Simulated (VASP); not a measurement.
Runs of VASP 6.6.1 on ScBC. The structure is that of space group P6_3/mmc (No. 194), or close to it. The cells are those of the table. 

```tsv
cell	gap on the mesh (eV)	pressure (GPa)
a = 3.028, b = 3.028, c = 7.598 Å, angles 90.0, 90.0, 120.0°, 6 atoms	none	(a)
a = 2.992, b = 2.992, c = 7.506 Å, angles 90.0, 90.0, 120.0°, 6 atoms	none	-24.9
a = 2.794, b = 2.794, c = 7.011 Å, angles 90.0, 90.0, 120.0°, 6 atoms	none	24.2
a = 2.877, b = 2.877, c = 7.217 Å, angles 90.0, 90.0, 120.0°, 6 atoms	none	-1.6
a = 2.955, b = 2.955, c = 7.412 Å, angles 90.0, 90.0, 120.0°, 6 atoms	none	-18.7
a = 2.836, b = 2.836, c = 7.116 Å, angles 90.0, 90.0, 120.0°, 6 atoms	none	10.0
a = 2.916, b = 2.916, c = 7.316 Å, angles 90.0, 90.0, 120.0°, 6 atoms	none	(b)
```

Alike in all rows: task single point; level LDA; potentials or basis VASP PAW LDA potentials, release 64 (Sc_sv, B, C); no spin polarisation; k mesh 9 × 9 × 3; cutoff (eV) 520; smearing fermi-dirac 0.05 eV.

Q: Fill in the values left out.

A: (a) -30.0; (b) -11.0.

A gap of «none» marks levels without a gap at the run's occupations.
